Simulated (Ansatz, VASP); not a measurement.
## Two plane-wave programs on HfS2

INCAR

```
SYSTEM = HfS2
PREC     = Accurate       ! precision mode
ENCUT    = 400            ! plane-wave cutoff, eV
EDIFF    = 1E-6           ! SCF threshold, eV
ISMEAR   = 0              ! smearing method
SIGMA    = 0.02           ! smearing width, eV
LREAL    = .FALSE.        ! projectors in reciprocal space
LASPH    = .TRUE.         ! aspherical terms in the spheres
NELM     = 200            ! most SCF steps
ALGO     = Normal         ! electronic algorithm
ISIF     = 2              ! what is computed and relaxed
LWAVE    = .FALSE.        ! write WAVECAR
LCHARG   = .TRUE.         ! write CHGCAR
MAGMOM   = 0 0 0 0 0 0 0 0 0 ! initial moments
LORBIT   = 11             ! projections on sites
LSORBIT  = .TRUE.         ! spin-orbit coupling
GGA_COMPAT= .FALSE.      
LORBMOM  = .TRUE.       
LMAXMIX  = 4              ! l up to which the mixer works
LDIPOL   = .TRUE.       
IDIPOL   = 3            
DIPOL    = 0.5 0.5 0.500
GGA      = PE             ! functional
IVDW     = 12             ! dispersion correction
LVHAR    = .TRUE.       
LVACPOTAV= .TRUE.       
NBANDS   = 35             ! bands
NELMDL   = -8
```

The input KPOINTS:

```
Automatic mesh
0
G
  12 12 1
  0 0 0
```

POSCAR

```
HfS2
1.0
    3.6178935023      0.0000000000      0.0000000000
   -1.8089467512      3.1331876811      0.0000000000
    0.0000000000      0.0000000000     31.8256452916
S Hf
2 1
Direct
    0.6666666667      0.3333333333      0.4542641854
    0.3333333333      0.6666666667      0.5457358146
    0.0000000000      0.0000000000      0.5000000000
```

Input for Ansatz:

```yaml
crystal:
  lattice:
    - [3.6178935023, 0.0, 0.0]
    - [-1.8089467512, 3.1331876811, 0.0]
    - [0.0, 0.0, 31.8256452916]
  atoms:
    - { symbol: S, position: [0.6666666667, 0.3333333333, 0.4542641854] }
    - { symbol: Hf, position: [0.0, 0.0, 0.5] }
    - { symbol: S, position: [0.3333333333, 0.6666666667, 0.5457358146] }
  periodic: [true, true, false]
basis:
  ecutwfc: 420
kpoints:
  mp_grid: { grid: [12, 12, 1] }
  band_path:
    path:
      - [0, 0, 0]
      - [0.5, 0, 0]
      - [0.3333333333333, 0.3333333333333, 0]
      - [0, 0, 0]
    npoints: 16
hamiltonian:
  xc: pbe
  dispersion: d3bj
scf:
  occupations: { method: gaussian, width: 0.02 }
output:
  forces: true
  stress: true
  eigenvalues: true
  populations: true
  write_density: true
  write_potential: true
  elf: true
  volumetric_format: npy
magnetization:
  noncollinear: true
  spin_orbit: true
```

Alike in both runs: task single point; functional PBE; dispersion D3(BJ); k mesh 12 × 12 × 1; occupations gaussian, width 0.02 eV; non-collinear spin, spin-orbit coupling.

```csv
,VASP,Ansatz
version,VASP 6.6.1,Ansatz 0.2.0
potentials or method,"VASP PAW PBE potentials, release 64 (S, Hf_pv), cutoff 400 eV","plane waves, PAW"
valence electrons in the cell,22,38
```

```csv
,VASP,Ansatz,Ansatz less VASP
rms of the force components (eV/Å),0.029,0.006,-0.0228
```

VASP's potentials hold 22 valence electrons a cell and Ansatz's 38, so a difference there can come from the potentials and not from the codes.
